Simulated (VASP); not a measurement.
# Te (P3_221) in VASP: notebook

The runs below take Te through single point, relaxation of cell and atoms, with PBE+D3(BJ).

All numbers are computed with VASP 6.6.1; they aren't measurements. Logs are shortened: lines on timing, memory, paths and dates and some standing lists are left out, and cuts for length are marked.

### 1 The cell of the first run

Symmetry: P3_221, No. 154, trigonal system. The conventional cell has a = 4.361 Å, b = 4.361 Å, c = 5.931 Å, α = 90.00°, β = 90.00°, γ = 120.00°. Within 3.8 Å of Te (site symmetry 2) lie 6 Te at 2.92 to 3.36 Å.

### 2 Single point, PBE+D3(BJ) (biaxial strain in the a-b plane: +1.0 %)

INCAR

```
  PREC = Accurate
  ENCUT = 520
  EDIFF = 1E-7
  ISMEAR = 0
  SIGMA = 0.1
  LREAL = False
  LASPH = True
  NELM = 60
  ALGO = Normal
  ISIF = 2
  LWAVE = False
  LCHARG = False
  GGA = PE
  IVDW = 12
  NBANDS = 16
```

KPOINTS

```
regular mesh
0
Gamma
  12 12 8
```

POSCAR

```
Te
1.0
    4.3612963758      0.0000000000      0.0000000000
   -2.1806481879      3.7769934549      0.0000000000
    0.0000000000      0.0000000000      5.9309203013
Te
3
Direct
    0.2846813401      0.0000000000      0.1666666667
    0.0000000000      0.2846813401      0.8333333333
    0.7153186599      0.7153186599      0.5000000000
```

Potentials or basis: VASP PAW PBE potentials, release 64 (Te).

Launch:

```console
cat potpaw_PBE.64/Te/POTCAR > POTCAR
mpirun -np 1 vasp_std > vasp.out
```

OUTCAR:

```text
PREC = Accurate
   ENCUT = 520
   EDIFF = 1E-7
   ISMEAR = 0
   LREAL = False
   LASPH = True
   NELM = 60
   ISIF = 2
   GGA = PE
   IVDW = 12
 IVDW          = 12

 ion  position               nearest neighbor table
   1  0.285  0.000  0.167-   3 2.92   2 2.92   3 3.36   3 3.36   2 3.36   2 3.36
   2  0.000  0.285  0.833-   3 2.92   1 2.92   3 3.36   3 3.36   1 3.36   1 3.36
   3  0.715  0.715  0.500-   1 2.92   2 2.92   1 3.36   2 3.36   2 3.36   1 3.36

  LATTYP: Found a hexagonal cell.
 ALAT       =     4.3612963758
 C/A-ratio  =     1.3598984775

  Lattice vectors:

 A1 = (   4.3612963758,   0.0000000000,   0.0000000000)
 A2 = (  -2.1806481879,   3.7769934549,   0.0000000000)
 A3 = (   0.0000000000,   0.0000000000,   5.9309203013)

Analysis of symmetry for initial positions (statically):
=====================================================================
 Subroutine PRICEL returns:
 Original cell was already a primitive cell.

 Routine SETGRP: Setting up the symmetry group for a
 hexagonal supercell.

 Subroutine GETGRP returns: Found  6 space group operations
 (whereof  2 operations were pure point group operations)
 out of a pool of 24 trial point group operations.

The static configuration has the point symmetry C_2 .
 The point group associated with its full space group is D_3 .

Analysis of symmetry for dynamics (positions and initial velocities):
=====================================================================
 Subroutine PRICEL returns:
 Original cell was already a primitive cell.

 Routine SETGRP: Setting up the symmetry group for a
 hexagonal supercell.

 Subroutine GETGRP returns: Found  6 space group operations
 (whereof  2 operations were pure point group operations)
 out of a pool of 24 trial point group operations.

The dynamic configuration has the point symmetry C_2 .
 The point group associated with its full space group is D_3 .

 Subroutine INISYM returns: Found  6 space group operations
 (whereof  2 operations are pure point group operations),
 and found     1 'primitive' translations

----------------------------------------------------------------------------------------

                                     Primitive cell

  volume of cell :      97.6976

  direct lattice vectors                    reciprocal lattice vectors
     4.361296376  0.000000000  0.000000000     0.229289623  0.132380425  0.000000000
    -2.180648188  3.776993455  0.000000000     0.000000000  0.264760851  0.000000000
     0.000000000  0.000000000  5.930920301     0.000000000  0.000000000  0.168607897

  length of vectors
     4.361296376  4.361296376  5.930920301     0.264760851  0.264760851  0.168607897

  position of ions in fractional coordinates (direct lattice)
     0.284681340  0.000000000  0.166666667
     0.000000000  0.284681340  0.833333333
     0.715318660  0.715318660  0.500000000

  ion indices of the primitive-cell ions
   primitive index   ion index
                 1           1
                 2           2
                 3           3

----------------------------------------------------------------------------------------

 KPOINTS: regular mesh

Automatic generation of k-mesh.
 Grid dimensions read from file:
 generate k-points for:   12   12    8

 Generating k-lattice:

  Cartesian coordinates                     Fractional coordinates (reciprocal lattice)
     0.019107469  0.011031702  0.000000000     0.083333333  0.000000000  0.000000000
     0.000000000  0.022063404  0.000000000     0.000000000  0.083333333  0.000000000
     0.000000000  0.000000000  0.021075987     0.000000000  0.000000000  0.125000000

  Length of vectors
     0.022063404  0.022063404  0.021075987

  Shift w.r.t. Gamma in fractional coordinates (k-lattice)
     0.000000000  0.000000000  0.000000000

 Subroutine IBZKPT returns following result:
 ===========================================

 Found    131 irreducible k-points:

 Following reciprocal coordinates:
            Coordinates               Weight
  0.000000  0.000000  0.000000      1.000000
  0.083333 -0.000000  0.000000      6.000000
  0.166667 -0.000000  0.000000      6.000000
  0.250000  0.000000  0.000000      6.000000
  0.333333  0.000000  0.000000      6.000000
  0.416667 -0.000000  0.000000      6.000000
[... 16 lines left out ...]
  0.166667 -0.000000  0.125000      6.000000
  0.000000  0.166667  0.125000      6.000000
 [... further k-points ...]
   k-points           NKPTS =    131   k-points in BZ     NKDIM =    131   number of bands    NBANDS=     16
   number of dos      NEDOS =    301   number of ions     NIONS =      3
   total plane-waves  NPLWV =  49152
   dimension x,y,z NGX =    32 NGY =   32 NGZ =   48
   dimension x,y,z NGXF=    64 NGYF=   64 NGZF=   96
   ions per type =               3
   NGX,Y,Z   is equivalent  to a cutoff of  12.20, 12.20, 13.45 a.u.
   NGXF,Y,Z  is equivalent  to a cutoff of  24.40, 24.40, 26.91 a.u.
 SYSTEM =  unknown system
   PREC   = accura    normal or accurate (medium, high low for compatibility)
   ISTART =      0    job   : 0-new  1-cont  2-samecut
   ICHARG =      2    charge: 1-file 2-atom 10-const
   ISPIN  =      1    spin polarized calculation?
   LNONCOLLINEAR =      F non collinear calculations
   LSORBIT =      F    spin-orbit coupling
   LASPH  =      T    aspherical Exc in radial PAW
   ENCUT  =  520.0 eV  38.22 Ry    6.18 a.u.   8.11  8.11 11.03*2*pi/ulx,y,z
   NELM   =     60;   NELMIN=  2; NELMDL= -5     # of ELM steps
   EDIFF  = 0.1E-06   stopping-criterion for ELM
   LREAL  =      F    real-space projection
   EDIFFG = 0.1E-05   stopping-criterion for IOM
   NSW    =      0    number of steps for IOM
   IBRION =     -1    ionic relax: 0-MD 1-quasi-New 2-CG
   NFREE  =      0    steps in history (QN), initial steepest desc. (CG)
   ISIF   =      2    stress and relaxation
   ISYM   =      2    0-nonsym 1-usesym 2-fastsym
   POTIM  = 0.5000    time-step for ionic-motion
   TEBEG  =    0.0;   TEEND  =   0.0 temperature during run
   PSTRESS=    0.0 pullay stress
   NELECT =      18.0000    total number of electrons
   NUPDOWN=      -1.0000    fix difference up-down
   EMIN   =  10.00;   EMAX   =-10.00  energy-range for DOS
   EFERMI =   0.00;   METHOD = LEGACY
   ISMEAR =     0;   SIGMA  =   0.10  broadening in eV -4-tet -1-fermi 0-gaus
   EFERMI_NEDOS =   21; number of points for ismear=-14 and -15
   IALGO  =     38    algorithm
   IMIX   =      4    mixing-type and parameters
     AMIX     =   0.40;   BMIX     =  1.00
     AMIX_MAG =   1.60;   BMIX_MAG =  1.00
  volume/ion in A,a.u.               =      32.57       219.77
  Fermi-wavevector in a.u.,A,eV,Ry     =   0.931546  1.760367 11.806839  0.867778
  Thomas-Fermi vector in A             =   2.058051
   LORBIT       =      0    0 simple, 1 ext, 2 COOP (PROOUT), +10 PAW based schemes
   GGA     = PE    functional components
   LHFCALC =     F    Hartree Fock is set to
   AEXX    =    0.0000 exact exchange contribution
   IVDW    =    12    specifies the selected vdW correction
   LEPSILON=     F    determine dielectric tensor
   LRPA    =     F    only Hartree local field effects (RPA)
 non-spin polarized calculation
 Gauss-broadening in eV      SIGMA  =   0.10
  energy-cutoff  :      520.00
  volume of cell :       97.70
 maximum number of plane-waves:      2645
   NGX = 17   NGY = 17   NGZ = 23

 number of electron      17.9999998 magnetization

 Free energy of the ion-electron system (eV)
  ---------------------------------------------------
  ext. energy  EPLUGINS =         0.00000000
  ---------------------------------------------------
  free energy    TOTEN  =        -9.39343004 eV

  energy without entropy =       -9.39318203  energy(sigma->0) =       -9.39330604

 E-fermi :   6.5829     XC(G=0):  -9.2784

 val. band max:        6.5233998075   @ k =   0.3333   0.3333   0.5000
 cond. band min:       6.6037685651   @ k =   0.3333   0.3333   0.5000
 fundamental gap:      0.0803687576
 Fermi energy:         6.5829179049

 k-point     1 :       0.0000    0.0000    0.0000
  band No.  band energies     occupation
      1      -7.2926      2.00000
      2      -3.9437      2.00000
      3      -3.9437      2.00000
      4       3.5281      2.00000
      5       3.8857      2.00000
      6       3.8857      2.00000
[... 8 lines left out ...]
     15      12.6124      0.00000
     16      12.6124      0.00000

 k-point     2 :       0.0833   -0.0000    0.0000
  band No.  band energies     occupation
      1      -7.2385      2.00000
      2      -3.9514      2.00000
      3      -3.9282      2.00000
      4       3.0288      2.00000
      5       3.5076      2.00000
      6       3.6643      2.00000
[... 8 lines left out ...]
     15      12.5298      0.00000
     16      12.7162      0.00000

 k-point     3 :       0.1667   -0.0000    0.0000
  band No.  band energies     occupation
      1      -7.0789      2.00000
      2      -3.9950      2.00000
      3      -3.8826      2.00000
      4       2.2605      2.00000
      5       2.9821      2.00000
      6       3.3131      2.00000
[... 8 lines left out ...]
     15      12.5622      0.00000
     16      13.1082      0.00000

 k-point     4 :       0.2500    0.0000    0.0000
  band No.  band energies     occupation
      1      -6.8232      2.00000
      2      -4.1219      2.00000
      3      -3.8132      2.00000
      4       1.7062      2.00000
      5       2.4946      2.00000
      6       2.9770      2.00000
[... 8 lines left out ...]
     15      12.8996      0.00000
     16      13.7727      0.00000
[... 324 lines left out ...]
 k-point    22 :       0.0000    0.0833    0.1250
  band No.  band energies     occupation
      1      -7.1822      2.00000
      2      -4.6380      2.00000
      3      -3.2307      2.00000
      4       2.9617      2.00000
      5       3.5660      2.00000
      6       3.8237      2.00000
[... 8 lines left out ...]
     15      12.1647      0.00000
     16      12.6863      0.00000

 k-point    23 :       0.1667   -0.0000    0.1250
  band No.  band energies     occupation
      1      -7.0222      2.00000
      2      -4.6097      2.00000
      3      -3.2602      2.00000
      4       2.3085      2.00000
      5       2.7081      2.00000
      6       3.3320      2.00000
[... 8 lines left out ...]
     15      12.7442      0.00000
     16      13.2026      0.00000

 k-point    24 :       0.0000    0.1667    0.1250
  band No.  band energies     occupation
      1      -7.0251      2.00000
      2      -4.5643      2.00000
      3      -3.3385      2.00000
      4       2.3433      2.00000
      5       3.2367      2.00000
      6       3.4072      2.00000
[... 8 lines left out ...]
     15      12.2595      0.00000
     16      12.6785      0.00000

 [... further k-points ...]

------------------------ aborting loop because EDIFF is reached ----------------------------------------

 Edisp (eV)   -1.34916

 E8    (eV) :    -0.6197

  FORCE on cell =-STRESS in cart. coord.  units (eV):
  Direction    XX          YY          ZZ          XY          YZ          ZX
  --------------------------------------------------------------------------------------
  -------------------------------------------------------------------------------------
  Total      -0.38978    -0.38978    -0.18985    -0.00000     0.00000     0.00000
  in kB      -6.39214    -6.39214    -3.11337    -0.00000     0.00000     0.00000
  external pressure =       -5.30 kB  Pullay stress =        0.00 kB

 VOLUME and BASIS-vectors are now :
 -----------------------------------------------------------------------------
  energy-cutoff  :      520.00
  volume of cell :       97.70
      direct lattice vectors                 reciprocal lattice vectors
     4.361296376  0.000000000  0.000000000     0.229289623  0.132380425  0.000000000
    -2.180648188  3.776993455  0.000000000     0.000000000  0.264760851  0.000000000
     0.000000000  0.000000000  5.930920301     0.000000000  0.000000000  0.168607897

 POSITION                                       TOTAL-FORCE (eV/Angst)
 -----------------------------------------------------------------------------------
      1.24158      0.00000      0.98849        -0.031624      0.000000      0.000000
     -0.62079      1.07524      4.94243         0.015812     -0.027387      0.000000
      1.55986      2.70175      2.96546         0.015812      0.027387      0.000000
 -----------------------------------------------------------------------------------
    total drift:                                0.000000      0.000000      0.000000

  FREE ENERGIE OF THE ION-ELECTRON SYSTEM (eV)
  ---------------------------------------------------
  free  energy   TOTEN  =       -10.7425852708 eV

  energy  without entropy=      -10.7423372539  energy(sigma->0) =      -10.74246126
```

Run time: 92 s. Hardware: 1 thread of AMD EPYC 9R45 (Zen 5), shared host; peak memory 0.29 GiB.

What came out:

```
Free energy                : -10.7426 eV
Pressure                   : -0.5 GPa
Largest force              : 0.032 eV/Å
Band gap on the k mesh     : 0.08 eV
Dispersion energy per atom : -0.450 eV
```

Forces on the atoms (eV/Å):
```
Te  -0.032  0.000  0.000
Te   0.016 -0.027  0.000
Te   0.016  0.027  0.000
```

Caveat: the cell differs from its parent crystal (biaxial strain in the a-b plane: +1.0 %); semilocal functionals underestimate gaps, and a narrow one can read as zero; spin-orbit coupling is left out, which moves the levels of the heavy elements. A k mesh can miss the band edges.

### 3 Relaxation of cell and atoms, PBE+D3(BJ)

This run uses another cell than the first one, of 33.77 Å³/atom.

INCAR

```
SYSTEM = Te
PREC = Accurate
ENCUT = 600
EDIFF = 1E-6
ISMEAR = 0
SIGMA = 0.01
LREAL = .False.
LASPH = .True.
NELM = 60
ALGO = Normal
ISIF = 3
LWAVE = .False.
LCHARG = .False.
GGA = PE
IVDW = 12
IBRION = 2
NSW = 100
EDIFFG = -0.005
```

KPOINTS

```
Automatic mesh
0
Gamma
  9 9 6
  0 0 0
```

POSCAR

```
Te
1.0
    4.4469268669      0.0000000000      0.0000000000
   -2.2234634334      3.8511516355      0.0000000000
    0.0000000000      0.0000000000      5.9149200000
Te
3
Direct
    0.2690000000      0.0000000000      0.1666666667
    0.0000000000      0.2690000000      0.8333333333
    0.7310000000      0.7310000000      0.5000000000
```

Potentials or basis: VASP PAW PBE potentials, release 64 (Te).

Launch:

```console
cat potpaw_PBE.64/Te/POTCAR > POTCAR
mpirun -np 1 vasp_std > vasp.out
```

Run time: 6 min. Hardware: 1 thread of AMD EPYC 9R45 (Zen 5), shared host; peak memory 0.29 GiB.

It converged, with:

| Quantity | Value |
| --- | --- |
| Free energy | -10.7449 eV |
| Relaxed volume | 32.08 Å³/atom |
| Relaxed cell | a = 4.315 Å, b = 4.315 Å, c = 5.968 Å, α = 90.00°, β = 90.00°, γ = 120.00° |
| Space group after relaxing (to 0.1 Å) | P3_221 (No. 154) |
| Energy gained by relaxing | 11.5 meV/atom |
| Ionic steps | 19 |
| Pressure after relaxing | 0.0 GPa |
| Band gap on the k mesh | 0.02 eV |
| Dispersion energy per atom | -0.457 eV |

Step by step:
| step | energy change (eV) | largest force (eV/Å) | pressure (GPa) | volume (Å³) |
| --- | --- | --- | --- | --- |
| 1 | 0.0000 | 0.1912 | -0.50 | 101.30 |
| 2 | -0.0098 | 0.2072 | -0.06 | 99.75 |
| 3 | -0.0175 | 0.2340 | 0.87 | 96.99 |
| 4 | -0.0223 | 0.1964 | 0.72 | 96.86 |
| 5 | -0.0317 | 0.0949 | 0.33 | 96.47 |
| 6 | -0.0311 | 0.0644 | -0.28 | 95.66 |
| 7 | -0.0344 | 0.0109 | 0.01 | 96.08 |
| 8 | -0.0344 | 0.0146 | 0.03 | 96.10 |
| 9 | -0.0344 | 0.0132 | 0.01 | 96.14 |
| 10 | -0.0345 | 0.0091 | -0.02 | 96.25 |
| 11 | -0.0345 | 0.0009 | -0.10 | 96.46 |
| 12 | -0.0345 | 0.0055 | -0.06 | 96.34 |
| 13 | -0.0345 | 0.0077 | -0.01 | 96.27 |
| 14 | -0.0346 | 0.0086 | -0.01 | 96.25 |
| 15 | -0.0346 | 0.0089 | 0.01 | 96.24 |
| 16 | -0.0346 | 0.0086 | 0.01 | 96.24 |
| 17 | -0.0346 | 0.0084 | 0.01 | 96.25 |
| 18 | -0.0346 | 0.0071 | 0.01 | 96.25 |
| 19 | -0.0346 | 0.0020 | -0.01 | 96.25 |

Final structure:
```yaml
crystal:
  lattice:
    - [4.31542, 0.00000, 0.00000]
    - [-2.15771, 3.73727, 0.00000]
    - [0.00000, 0.00000, 5.96823]
  atoms:
    - { symbol: Te, position: [0.28519, 0.00000, 0.16667] }
    - { symbol: Te, position: [0.00000, 0.28519, 0.83333] }
    - { symbol: Te, position: [0.71481, 0.71481, 0.50000] }
```

Levels at points of the mesh, in eV from the valence-band top:
| k point | band 6 | band 7 | band 8 | band 9 | band 10 | band 11 | band 12 | band 13 |
| --- | --- | --- | --- | --- | --- | --- | --- | --- |
| (0.00, 0.00, 0.00) | -2.58 | -1.78 | -1.78 | -1.15 | 0.99 | 0.99 | 1.69 | 4.87 |
| (0.00, 0.00, 0.50) | -2.66 | -1.27 | -0.84 | -0.84 | 0.24 | 0.34 | 0.34 | 3.69 |

Caveat: semilocal functionals underestimate gaps, and a narrow one can read as zero; spin-orbit coupling is left out, which moves the levels of the heavy elements.
